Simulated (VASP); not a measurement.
A run of VASP 6.6.1 is set up as follows.

The input INCAR:

```
PREC     = Accurate       # precision mode
ENCUT    = 520            # plane-wave cutoff, eV
EDIFF    = 1E-6           # SCF threshold, eV
ISMEAR   = -1             # smearing method
SIGMA    = 0.05           # smearing width, eV
LREAL    = False          # projectors in reciprocal space
LASPH    = True           # aspherical terms in the spheres
NELM     = 150            # most SCF steps
ALGO     = Normal         # electronic algorithm
ISIF     = 2              # what is computed and relaxed
LWAVE    = False          # write WAVECAR
LCHARG   = True           # write CHGCAR
ISPIN    = 2              # spin polarisation
MAGMOM   = 3 3 0 0 0 0    # initial moments
LORBIT   = 11             # projections on sites
LMAXMIX  = 4              # l up to which the mixer works
GGA      = PS             # functional
LELF     = True           # ELF
LVHAR    = True         
NBANDS   = 37             # bands
```

File KPOINTS:

```
regular mesh
0
Gamma
  6 6 9
```

Contents of POSCAR:

```
CrO2
1.0
    4.5077082879      0.0000000000      0.0000000000
    0.0000000000      4.5077082879      0.0000000000
    0.0000000000      0.0000000000      2.9742106030
Cr O
2 4
Direct
    0.5000000000      0.5000000000      0.5000000000
    0.0000000000      0.0000000000      0.0000000000
    0.8010000000      0.1990000000      0.5000000000
    0.6990000000      0.6990000000      0.0000000000
    0.1990000000      0.8010000000      0.5000000000
    0.3010000000      0.3010000000      0.0000000000
```

Potentials or basis: VASP PAW PBE potentials, release 64 (Cr_pv, O).

The run is started by

```sh
$ cat potpaw_PBE.64/Cr_pv/POTCAR potpaw_PBE.64/O/POTCAR > POTCAR
$ mpirun -np 1 vasp_std > vasp.out
```

Task: Estimate the largest force.

Result: 0.427 eV/Å.

Task: Predict the band gap on the k mesh.

Result: Zero (filled and empty bands overlap).

Forces in eV/Å, atoms in the order of the input:
```
Cr   0.000  0.000  0.000
Cr   0.000  0.000  0.000
O    0.302 -0.302  0.000
O   -0.302 -0.302  0.000
O   -0.302  0.302  0.000
O    0.302  0.302  0.000
```

Caveat: the cell stands under tension; the PAW data sets were made with another functional, which shifts forces and pressure a little; semilocal functionals often make such compounds metallic where correlation or magnetic order opens a gap, which also shifts bond lengths; the run started ferromagnetic, and an antiferromagnetic order may lie lower in energy. With open d or f shells a metallic result of PBEsol can be an artefact of self-interaction; +U or a hybrid may open a gap.
